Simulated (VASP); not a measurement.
Here is a VASP 6.6.1 calculation.

Contents of INCAR:

```
PREC     = Accurate       # precision mode
ENCUT    = 520            # plane-wave cutoff, eV
EDIFF    = 1E-8           # SCF threshold, eV
ISMEAR   = -1             # smearing method
SIGMA    = 0.05           # smearing width, eV
LREAL    = F              # projectors in reciprocal space
LASPH    = T              # aspherical terms in the spheres
NELM     = 100            # most SCF steps
ALGO     = Normal         # electronic algorithm
ISIF     = 2              # what is computed and relaxed
LWAVE    = F              # write WAVECAR
LCHARG   = F              # write CHGCAR
GGA      = PS             # functional
LEFG     = T            
NBANDS   = 15             # bands
```

Contents of KPOINTS:

```
regular mesh
0
Gamma
  10 10 10
```

Contents of POSCAR:

```
BaTe
1.0
    0.0000000000      3.4325834396      3.4325834396
    3.4325834396      0.0000000000      3.4325834396
    3.4325834396      3.4325834396      0.0000000000
Ba Te
1 1
Direct
    0.0000000000      0.0000000000      0.0000000000
    0.5000000000      0.5000000000      0.5000000000
```

Potentials or basis: VASP PAW PBE potentials, release 64 (Ba_sv, Te).

Command:

```console
$ cat potpaw_PBE.64/Ba_sv/POTCAR potpaw_PBE.64/Te/POTCAR > POTCAR
$ mpirun -np 1 vasp_std > vasp.out
```

Question: Predict the pressure.

Answer: 1.6 GPa.

Question: What does it give for the band gap on the k mesh?

Answer: 1.29 eV (least direct gap 1.68 eV).

Caveat: the PAW data sets were made with another functional, which shifts forces and pressure a little; spin-orbit coupling is left out, which moves the levels of the heavy elements. A k mesh can miss the band edges.
